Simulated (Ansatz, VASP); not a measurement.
**Eu: VASP beside Ansatz**

File INCAR:

```
SYSTEM = Eu
PREC = Accurate
ENCUT = 520
EDIFF = 1E-7
ISMEAR = 0
SIGMA = 0.05
LREAL = .False.
LASPH = .True.
NELM = 150
ALGO = Normal
ISIF = 2
LWAVE = .False.
LCHARG = .True.
ISPIN = 2
MAGMOM = 7.79
LORBIT = 11
LMAXMIX = 6
GGA = PE
LELF = .True.
LVHAR = .True.
NBANDS = 18
```

The input KPOINTS:

```
Automatic mesh
0
Gamma
  14 14 14
  0 0 0
```

The input POSCAR:

```
Eu
1.0
   -2.2968418073      2.2968418073      2.2968418073
    2.2968418073     -2.2968418073      2.2968418073
    2.2968418073      2.2968418073     -2.2968418073
Eu
1
Direct
    0.0000000000      0.0000000000      0.0000000000
```

Input for Ansatz:

```yaml
crystal:
  lattice:
    - [-2.2968418073, 2.2968418073, 2.2968418073]
    - [2.2968418073, -2.2968418073, 2.2968418073]
    - [2.2968418073, 2.2968418073, -2.2968418073]
  atoms:
    - { symbol: Eu, position: [0.0, 0.0, 0.0], spin: 7.79 }
basis:
  ecutwfc: 420
  ecutrho_ratio: 4
kpoints:
  mp_grid: { grid: [14, 14, 14] }
hamiltonian:
  xc: pbe
scf:
  occupations: { method: gaussian, width: 0.05 }
output:
  forces: true
  stress: true
  eigenvalues: true
  populations: true
magnetization:
  spin_polarized: true
```

Alike in both runs: task single point; functional PBE; k mesh 14 × 14 × 14; occupations gaussian, width 0.05 eV; collinear spin.

|  | VASP | Ansatz |
| --- | --- | --- |
| version | VASP 6.6.1 | Ansatz 0.2.0 |
| potentials or method | VASP PAW PBE potentials, release 64 (Eu), cutoff 520 eV | scalar-relativistic, plane waves, PAW |
| valence electrons in the cell | 17 | 17 |

|  | VASP | Ansatz | Ansatz less VASP |
| --- | --- | --- | --- |
| pressure (GPa) | -1.8 | -1.5 | +0.25 |
| net moment per atom (μB) | 7.32 | 7.32 | +0.002 |
| size of the moment on the site where the two differ most (μB) | 6.69 | 7.07 | +0.379 |

Site moments also hang on the region over which each program counts them. Ansatz's warnings: given moment on shells.

Spin-orbit coupling is off throughout.
